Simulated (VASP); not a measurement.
Set up this calculation in VASP 6.6.1, as the native input.

```
Task                   : dielectric tensor
Functional             : PBE
Potentials or basis    : VASP PAW PBE potentials, release 64 (Hf_pv, O)
Cutoff                 : 520 eV
k mesh                 : 8 × 8 × 8
Occupations            : gaussian, width 0.01 eV
Spin                   : no spin polarisation
Dipole correction      : no
Further INCAR settings : ALGO = Normal; EDIFF = 1e-08
```

The structure of HfO2 lies in POSCAR:

```
HfO2
1.0
    0.0000000000      2.5291822925      2.5291822925
    2.5291822925      0.0000000000      2.5291822925
    2.5291822925      2.5291822925      0.0000000000
Hf O
1 2
Direct
    0.0000000000      0.0000000000      0.0000000000
    0.2500000000      0.2500000000      0.2500000000
    0.7500000000      0.7500000000      0.7500000000
```

The input as run:

INCAR

```
PREC = Accurate ; ENCUT = 520
EDIFF = 1E-8 ; ISMEAR = 0
SIGMA = 0.01 ; LREAL = F
LASPH = T ; NELM = 80
ALGO = Normal ; ISIF = 2
LWAVE = F ; LCHARG = F
GGA = PE ; LEPSILON = T
```

KPOINTS

```
Automatic mesh
0
Gamma
  8 8 8
```

Potentials or basis: VASP PAW PBE potentials, release 64 (Hf_pv, O).

Command:

```sh
$ cat potpaw_PBE.64/Hf_pv/POTCAR potpaw_PBE.64/O/POTCAR > POTCAR
$ mpirun -np 1 vasp_std > vasp.out
```

Results of the run:

| Quantity | Value |
| --- | --- |
| Band gap on the k mesh | 3.82 eV, direct |
| Electronic dielectric tensor (diagonal) | 5.24 |
| Born charges (mean of the diagonal) | Hf +5.52; O -2.76 e |

Caveat: spin-orbit coupling is left out, which moves the levels of the heavy elements.

Wall time 110 s on 1 thread of Intel(R) Xeon(R) 6975P-C (Granite Rapids) (shared host), peak memory 0.22 GiB.
